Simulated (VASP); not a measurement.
# Nb in VASP: further runs

The runs below take Nb through single point, with PBEsol.

Program: VASP 6.6.1. These are calculated values, not measurements. Logs are shortened: lines on timing, memory, paths and dates and some standing lists are left out, and cuts for length are marked.

## (1) The cell of the first run

Symmetry: Im-3m, No. 229, cubic system. The conventional cell has a = 3.228 Å, b = 3.228 Å, c = 3.228 Å, α = 90.00°, β = 90.00°, γ = 90.00°. Nb (site symmetry m-3m) has 14 Nb at 2.80 to 3.23 Å within 3.7 Å.

## (2) Single point, PBEsol (strain -0.030 along x and y, -0.030 along z)

File INCAR:

```
PREC = Accurate
ENCUT = 520
EDIFF = 1E-6
ISMEAR = 0
SIGMA = 0.15
LREAL = False
LASPH = True
NELM = 80
ALGO = Normal
ISIF = 2
LWAVE = False
LCHARG = False
GGA = PS
NBANDS = 12
```

File KPOINTS:

```
Automatic mesh
0
Gamma
  20 20 20
```

File POSCAR:

```
Nb
1.0
   -1.6140315000      1.6140315000      1.6140315000
    1.6140315000     -1.6140315000      1.6140315000
    1.6140315000      1.6140315000     -1.6140315000
Nb
1
Direct
    0.0000000000      0.0000000000      0.0000000000
```

Potentials or basis: VASP PAW PBE potentials, release 64 (Nb_sv).

The run is started by

```bash
$ cat potpaw_PBE.64/Nb_sv/POTCAR > POTCAR
$ mpirun -np 1 vasp_std > vasp.out
```

OUTCAR:

```text
PREC = Accurate
   ENCUT = 520
   EDIFF = 1E-6
   ISMEAR = 0
   LREAL = False
   LASPH = True
   NELM = 80
   ISIF = 2
   GGA = PS

 ion  position               nearest neighbor table
   1  0.000  0.000  0.000-

  LATTYP: Found a body centered cubic cell.
 ALAT       =     3.2280630000

  Lattice vectors:

 A1 = (  -1.6140315000,   1.6140315000,   1.6140315000)
 A2 = (   1.6140315000,  -1.6140315000,   1.6140315000)
 A3 = (   1.6140315000,   1.6140315000,  -1.6140315000)

Analysis of symmetry for initial positions (statically):
=====================================================================
 Subroutine PRICEL returns:
 Original cell was already a primitive cell.

 Routine SETGRP: Setting up the symmetry group for a
 body centered cubic supercell.

 Subroutine GETGRP returns: Found 48 space group operations
 (whereof 48 operations were pure point group operations)
 out of a pool of 48 trial point group operations.

The static configuration has the point symmetry O_h .

Analysis of symmetry for dynamics (positions and initial velocities):
=====================================================================
 Subroutine PRICEL returns:
 Original cell was already a primitive cell.

 Routine SETGRP: Setting up the symmetry group for a
 body centered cubic supercell.

 Subroutine GETGRP returns: Found 48 space group operations
 (whereof 48 operations were pure point group operations)
 out of a pool of 48 trial point group operations.

The dynamic configuration has the point symmetry O_h .

 Subroutine INISYM returns: Found 48 space group operations
 (whereof 48 operations are pure point group operations),
 and found     1 'primitive' translations

----------------------------------------------------------------------------------------

                                     Primitive cell

  volume of cell :      16.8188

  direct lattice vectors                    reciprocal lattice vectors
    -1.614031500  1.614031500  1.614031500     0.000000000  0.309783297  0.309783297
     1.614031500 -1.614031500  1.614031500     0.309783297  0.000000000  0.309783297
     1.614031500  1.614031500 -1.614031500     0.309783297  0.309783297  0.000000000

  length of vectors
     2.795584563  2.795584563  2.795584563     0.438099740  0.438099740  0.438099740

  position of ions in fractional coordinates (direct lattice)
     0.000000000  0.000000000  0.000000000

  ion indices of the primitive-cell ions
   primitive index   ion index
                 1           1

----------------------------------------------------------------------------------------

 KPOINTS: Automatic mesh

Automatic generation of k-mesh.
 Grid dimensions read from file:
 generate k-points for:   20   20   20

 Generating k-lattice:

  Cartesian coordinates                     Fractional coordinates (reciprocal lattice)
     0.000000000  0.015489165  0.015489165     0.050000000  0.000000000  0.000000000
     0.015489165  0.000000000  0.015489165     0.000000000  0.050000000  0.000000000
     0.015489165  0.015489165  0.000000000     0.000000000  0.000000000  0.050000000

  Length of vectors
     0.021904987  0.021904987  0.021904987

  Shift w.r.t. Gamma in fractional coordinates (k-lattice)
     0.000000000  0.000000000  0.000000000

 Subroutine IBZKPT returns following result:
 ===========================================

 Found    256 irreducible k-points:

 Following reciprocal coordinates:
            Coordinates               Weight
  0.000000  0.000000  0.000000      1.000000
  0.050000  0.000000  0.000000     12.000000
  0.100000  0.000000  0.000000     12.000000
  0.150000  0.000000  0.000000     12.000000
  0.200000  0.000000  0.000000     12.000000
  0.250000  0.000000  0.000000     12.000000
[... 16 lines left out ...]
  0.200000  0.100000  0.000000     48.000000
  0.250000  0.100000  0.000000     48.000000
 [... further k-points ...]
   k-points           NKPTS =    256   k-points in BZ     NKDIM =    256   number of bands    NBANDS=     12
   number of dos      NEDOS =    301   number of ions     NIONS =      1
   total plane-waves  NPLWV =  13824
   dimension x,y,z NGX =    24 NGY =   24 NGZ =   24
   dimension x,y,z NGXF=    48 NGYF=   48 NGZF=   48
   ions per type =               1
   NGX,Y,Z   is equivalent  to a cutoff of  14.27, 14.27, 14.27 a.u.
   NGXF,Y,Z  is equivalent  to a cutoff of  28.54, 28.54, 28.54 a.u.
 SYSTEM =  unknown system
   PREC   = accura    normal or accurate (medium, high low for compatibility)
   ISTART =      0    job   : 0-new  1-cont  2-samecut
   ICHARG =      2    charge: 1-file 2-atom 10-const
   ISPIN  =      1    spin polarized calculation?
   LNONCOLLINEAR =      F non collinear calculations
   LSORBIT =      F    spin-orbit coupling
   LASPH  =      T    aspherical Exc in radial PAW
   ENCUT  =  520.0 eV  38.22 Ry    6.18 a.u.   5.20  5.20  5.20*2*pi/ulx,y,z
   NELM   =     80;   NELMIN=  2; NELMDL= -5     # of ELM steps
   EDIFF  = 0.1E-05   stopping-criterion for ELM
   LREAL  =      F    real-space projection
   EDIFFG = 0.1E-04   stopping-criterion for IOM
   NSW    =      0    number of steps for IOM
   IBRION =     -1    ionic relax: 0-MD 1-quasi-New 2-CG
   NFREE  =      0    steps in history (QN), initial steepest desc. (CG)
   ISIF   =      2    stress and relaxation
   ISYM   =      2    0-nonsym 1-usesym 2-fastsym
   POTIM  = 0.5000    time-step for ionic-motion
   TEBEG  =    0.0;   TEEND  =   0.0 temperature during run
   PSTRESS=    0.0 pullay stress
   NELECT =      13.0000    total number of electrons
   NUPDOWN=      -1.0000    fix difference up-down
   EMIN   =  10.00;   EMAX   =-10.00  energy-range for DOS
   EFERMI =   0.00;   METHOD = LEGACY
   ISMEAR =     0;   SIGMA  =   0.15  broadening in eV -4-tet -1-fermi 0-gaus
   EFERMI_NEDOS =   21; number of points for ismear=-14 and -15
   IALGO  =     38    algorithm
   IMIX   =      4    mixing-type and parameters
     AMIX     =   0.40;   BMIX     =  1.00
     AMIX_MAG =   1.60;   BMIX_MAG =  1.00
  volume/ion in A,a.u.               =      16.82       113.50
  Fermi-wavevector in a.u.,A,eV,Ry     =   1.502417  2.839157 30.711861  2.257258
  Thomas-Fermi vector in A             =   2.613661
   LORBIT       =      0    0 simple, 1 ext, 2 COOP (PROOUT), +10 PAW based schemes
[... 45 lines left out ...]

 k-point     2 :       0.0500    0.0000    0.0000
  band No.  band energies     occupation
      1     -42.1585      2.00000
      2     -17.3609      2.00000
      3     -17.3291      2.00000
      4     -17.3161      2.00000
      5       6.0544      2.00000
      6      12.2957      0.01343
      7      12.3516      0.00271
      8      12.4764      0.00003
      9      15.3947      0.00000
     10      15.5113      0.00000
     11      26.5192      0.00000
     12      26.6161      0.00000

 k-point     3 :       0.1000    0.0000    0.0000
  band No.  band energies     occupation
      1     -42.1360      2.00000
      2     -17.4910      2.00000
      3     -17.3681      2.00000
      4     -17.3174      2.00000
      5       6.3805      2.00000
      6      12.0945      0.56562
      7      12.2862      0.01722
      8      12.7993      0.00000
      9      15.1296      0.00000
     10      15.5136      0.00000
     11      26.7774      0.00000
     12      27.1845      0.00000

 k-point     4 :       0.1500    0.0000    0.0000
  band No.  band energies     occupation
      1     -42.1008      2.00000
      2     -17.6899      2.00000
      3     -17.4282      2.00000
      4     -17.3195      2.00000
      5       6.8749      2.00000
      6      11.8008      1.97181
      7      12.1429      0.30272
      8      13.3263      0.00000
      9      14.9025      0.00000
     10      15.5322      0.00000
     11      27.0665      0.00000
     12      28.0875      0.00000

 k-point     5 :       0.2000    0.0000    0.0000
  band No.  band energies     occupation
      1     -42.0560      2.00000
      2     -17.9342      2.00000
      3     -17.5031      2.00000
      4     -17.3222      2.00000
      5       7.4499      2.00000
      6      11.4594      2.00000
      7      11.9608      1.50743
      8      14.0401      0.00000
      9      14.8447      0.00000
     10      15.5828      0.00000
     11      27.1380      0.00000
     12      28.9567      0.00000

 k-point     6 :       0.2500    0.0000    0.0000
  band No.  band energies     occupation
      1     -42.0059      2.00000
      2     -18.1977      2.00000
      3     -17.5849      2.00000
      4     -17.3253      2.00000
      5       7.9568      2.00000
      6      11.1116      2.00000
      7      11.9097      1.75723
      8      14.9142      0.00000
      9      14.9601      0.00000
     10      15.6759      0.00000
     11      26.7657      0.00000
     12      28.8192      0.00000

 k-point     7 :       0.3000    0.0000    0.0000
  band No.  band energies     occupation
      1     -41.9553      2.00000
      2     -18.4541      2.00000
      3     -17.6655      2.00000
      4     -17.3284      2.00000
      5       8.2277      2.00000
      6      10.7903      2.00000
      7      12.1942      0.12983
      8      15.1798      0.00000
      9      15.8129      0.00000
     10      15.9086      0.00000
     11      26.0378      0.00000
     12      28.0366      0.00000

 k-point     8 :       0.3500    0.0000    0.0000
  band No.  band energies     occupation
      1     -41.9093      2.00000
      2     -18.6800      2.00000
      3     -17.7372      2.00000
      4     -17.3312      2.00000
      5       8.2422      2.00000
      6      10.5195      2.00000
      7      12.8317      0.00000
      8      15.4206      0.00000
      9      15.9818      0.00000
     10      16.9595      0.00000
     11      25.2180      0.00000
     12      27.0270      0.00000
[... 166 lines left out ...]
 k-point    20 :       0.4500    0.0500    0.0000
  band No.  band energies     occupation
      1     -41.8405      2.00000
      2     -18.9829      2.00000
      3     -17.8515      2.00000
      4     -17.3527      2.00000
      5       8.0825      2.00000
      6      10.1820      2.00000
      7      14.3012      0.00000
      8      15.5603      0.00000
      9      16.4921      0.00000
     10      19.0912      0.00000
     11      24.0560      0.00000
     12      25.1466      0.00000

 k-point    21 :       0.1000    0.1000    0.0000
  band No.  band energies     occupation
      1     -42.0809      2.00000
      2     -17.7948      2.00000
      3     -17.4288      2.00000
      4     -17.3591      2.00000
      5       7.1603      2.00000
      6      11.7616      1.98964
      7      11.8671      1.88344
      8      13.7280      0.00000
      9      14.6767      0.00000
     10      15.6892      0.00000
     11      27.4026      0.00000
     12      28.2832      0.00000

 k-point    22 :       0.1500    0.1000    0.0000
  band No.  band energies     occupation
      1     -42.0381      2.00000
      2     -18.0122      2.00000
      3     -17.5024      2.00000
      4     -17.3729      2.00000
      5       7.7255      2.00000
      6      11.4595      2.00000
      7      11.6363      1.99982
      8      14.4772      0.00000
      9      14.5880      0.00000
     10      15.8340      0.00000
     11      27.6594      0.00000
     12      28.5610      0.00000

 k-point    23 :       0.2000    0.1000    0.0000
  band No.  band energies     occupation
      1     -41.9904      2.00000
      2     -18.2441      2.00000
      3     -17.5939      2.00000
      4     -17.3806      2.00000
      5       8.2477      2.00000
      6      11.1189      2.00000
      7      11.5475      2.00000
      8      14.6353      0.00000
      9      15.4209      0.00000
     10      15.9857      0.00000
     11      27.1941      0.00000
     12      28.5968      0.00000

 k-point    24 :       0.2500    0.1000    0.0000
  band No.  band energies     occupation
      1     -41.9422      2.00000
      2     -18.4691      2.00000
      3     -17.6878      2.00000
      4     -17.3864      2.00000
      5       8.5437      2.00000
      6      10.8148      2.00000
      7      11.7566      1.99097
      8      14.8481      0.00000
      9      16.1141      0.00000
     10      16.4706      0.00000
     11      26.3627      0.00000
     12      28.0367      0.00000

 [... further k-points ...]
[... 5 lines left out ...]
  --------------------------------------------------------------------------------------
  -------------------------------------------------------------------------------------
  Total        0.7934678      0.7934678      0.7934678      0.0000000     -0.0000000     -0.0000000
  in kB       75.5864419     75.5864419     75.5864419      0.0000000     -0.0000000     -0.0000000
  external PRESSURE =      75.5864419 kB  Pullay stress =       0.0000000 kB

 VOLUME and BASIS-vectors are now :
 -----------------------------------------------------------------------------
  energy-cutoff  :      520.00
  volume of cell :       16.82
      direct lattice vectors                 reciprocal lattice vectors
    -1.614031500  1.614031500  1.614031500     0.000000000  0.309783297  0.309783297
     1.614031500 -1.614031500  1.614031500     0.309783297  0.000000000  0.309783297
     1.614031500  1.614031500 -1.614031500     0.309783297  0.309783297  0.000000000

 POSITION                                       TOTAL-FORCE (eV/Angst)
 -----------------------------------------------------------------------------------
      0.00000      0.00000      0.00000         0.000000     -0.000000      0.000000
 -----------------------------------------------------------------------------------
    total drift:                                0.000000      0.000000      0.000000

  FREE ENERGIE OF THE ION-ELECTRON SYSTEM (eV)
  ---------------------------------------------------
  free  energy   TOTEN  =       -10.9452429403 eV

  energy  without entropy=      -10.9303952851  energy(sigma->0) =      -10.93781911
```

Run time: 68 s. Hardware: 1 thread of Intel Xeon 8259CL, shared host; peak memory 0.18 GiB.

What came out:

```yaml
Free_energy: -10.9452 eV
Pressure: 7.6 GPa
Band_gap_on_the_k_mesh: zero (an odd number of electrons rules out a gap without spin polarisation)
```

Levels at points of the mesh, in eV from the Fermi level:
```csv
k point,band 3,band 4,band 5,band 6,band 7,band 8,band 9,band 10
"(0.00, 0.00, 0.00)",-29.35,-29.35,-6.09,0.33,0.33,0.33,3.48,3.48
"(0.50, 0.00, 0.00)",-29.88,-29.37,-4.04,-1.89,2.64,3.56,4.30,6.99
"(0.50, 0.50, 0.50)",-30.49,-30.49,-4.16,-4.16,6.12,6.12,6.12,9.65
```

Caveat: the cell differs from its parent crystal (strain -0.030 along x and y, -0.030 along z); the cell stands under pressure; the PAW data sets were made with another functional, which shifts forces and pressure a little.

## (3) Single point, PBEsol (strain -0.015 along x and y, +0.030 along z)

INCAR, as its differences from that of step 2:

```diff
@@ -2,3 +2,3 @@
 ENCUT = 520
-EDIFF = 1E-6
+EDIFF = 1E-7
 ISMEAR = 0
@@ -8,3 +8,3 @@
 NELM = 80
-ALGO = Normal
+ALGO = Fast
 ISIF = 2
```

KPOINTS is that of step 2.

File POSCAR:

```
Nb
1.0
   -1.6389907500      1.6389907500      1.7138685000
    1.6389907500     -1.6389907500      1.7138685000
    1.6389907500      1.6389907500     -1.7138685000
Nb
1
Direct
    0.0000000000      0.0000000000      0.0000000000
```

Potentials or basis: VASP PAW PBE potentials, release 64 (Nb_sv).

The run is started by

```bash
$ cat potpaw_PBE.64/Nb_sv/POTCAR > POTCAR
$ mpirun -np 1 vasp_std > vasp.out
```

Run time: 7 min. Hardware: 1 thread of Intel Xeon 8259CL, shared host; peak memory 0.25 GiB.

Results (log left out):

```
Free energy            : -10.9268 eV
Pressure               : -8.5 GPa
Band gap on the k mesh : zero (an odd number of electrons rules out a gap without spin polarisation)
```

Stress tensor (GPa, compression positive):
```
 -6.81   0.00   0.00
  0.00  -6.81   0.00
  0.00   0.00 -11.83
```

Levels at points of the mesh, in eV from the Fermi level:
```csv
k point,band 2,band 3,band 4,band 5,band 6,band 7,band 8,band 9,band 10,band 11
"(0.00, 0.00, 0.00)",-29.67,-29.67,-29.67,-5.94,0.22,0.22,0.69,2.87,3.49,13.66
"(0.50, 0.00, 0.00)",-30.95,-30.05,-29.67,-3.64,-1.43,2.06,2.88,3.91,6.17,11.57
"(0.50, 0.50, 0.00)",-30.94,-30.10,-29.71,-3.69,-1.93,2.38,3.63,4.10,6.29,11.44
"(0.50, 0.50, 0.50)",-30.62,-30.50,-30.50,-3.68,-3.56,5.38,5.53,5.53,8.16,9.20
```

Caveat: the cell differs from its parent crystal (strain -0.015 along x and y, +0.030 along z); the stress differs along the axes, from -12 to -7 GPa; the PAW data sets were made with another functional, which shifts forces and pressure a little.

## (4) Single point, PBEsol (strain +0.030 along x and y, -0.030 along z)

File INCAR:

```
SYSTEM = Nb
PREC = Accurate ; ENCUT = 520
EDIFF = 1E-6 ; ISMEAR = 0
SIGMA = 0.15 ; LREAL = .False.
LASPH = .True. ; NELM = 80
ALGO = Fast ; ISIF = 2
LWAVE = .False. ; LCHARG = .False.
GGA = PS ; NBANDS = 12
```

File KPOINTS:

```
regular mesh
0
Gamma
  20 20 20
  0 0 0
```

File POSCAR:

```
Nb
1.0
   -1.7138685000      1.7138685000      1.6140315000
    1.7138685000     -1.7138685000      1.6140315000
    1.7138685000      1.7138685000     -1.6140315000
Nb
1
Direct
    0.0000000000      0.0000000000      0.0000000000
```

The run is started by

```bash
$ cat potpaw_PBE.64/Nb_sv/POTCAR > POTCAR
$ mpirun -np 1 vasp_std > vasp.out
```

Run time: 5.2 min. Hardware: 1 thread of Intel Xeon 8259CL, shared host; peak memory 0.26 GiB.

The run converged. Its results:

| Quantity | Value |
| --- | --- |
| Free energy | -10.8870 eV |
| Pressure | -12.6 GPa |
| Band gap on the k mesh | zero (an odd number of electrons rules out a gap without spin polarisation) |

Stress tensor (GPa, compression positive):
```
-14.10   0.00   0.00
  0.00 -14.10   0.00
  0.00   0.00  -9.53
```

Levels at points of the mesh, in eV from the Fermi level:
| k point | band 3 | band 4 | band 5 | band 6 | band 7 | band 8 | band 9 | band 10 |
| --- | --- | --- | --- | --- | --- | --- | --- | --- |
| (0.00, 0.00, 0.00) | -29.77 | -29.77 | -5.88 | -0.03 | 0.61 | 0.61 | 2.64 | 3.51 |
| (0.50, 0.00, 0.00) | -30.15 | -29.80 | -3.56 | -1.74 | 2.19 | 3.15 | 4.13 | 6.00 |
| (0.50, 0.50, 0.00) | -30.10 | -29.74 | -3.51 | -1.05 | 1.76 | 2.55 | 3.50 | 5.90 |
| (0.50, 0.50, 0.50) | -30.61 | -30.47 | -3.52 | -3.39 | 5.22 | 5.22 | 5.43 | 8.14 |

Caveat: the cell differs from its parent crystal (strain +0.030 along x and y, -0.030 along z); the cell stands under tension; the PAW data sets were made with another functional, which shifts forces and pressure a little.

## (5) Summary

```csv
cell,gap on the mesh (eV),pressure (GPa)
"a = 2.796 Å, angles 109.5°, 1 atom",none,7.6
"a = 2.883 Å, angles 110.7, 110.7, 107.0°, 1 atom",none,-8.5
"a = 2.912 Å, angles 107.9, 107.9, 112.7°, 1 atom",none,-12.6
```

Alike in all rows: task single point; level PBEsol; potentials or basis VASP PAW PBE potentials, release 64 (Nb_sv); no spin polarisation; k mesh 20 × 20 × 20; cutoff (eV) 520; smearing gaussian 0.15 eV.

Caveats: the PAW data sets were made with another functional, which shifts forces and pressure a little; the cell stands under pressure (at least some runs); the stress differs along the axes, from -12 to -7 GPa (at least some runs); the cell stands under tension (at least some runs).

Total energies depend on the potentials used, so only differences within one code and one set of settings carry meaning.
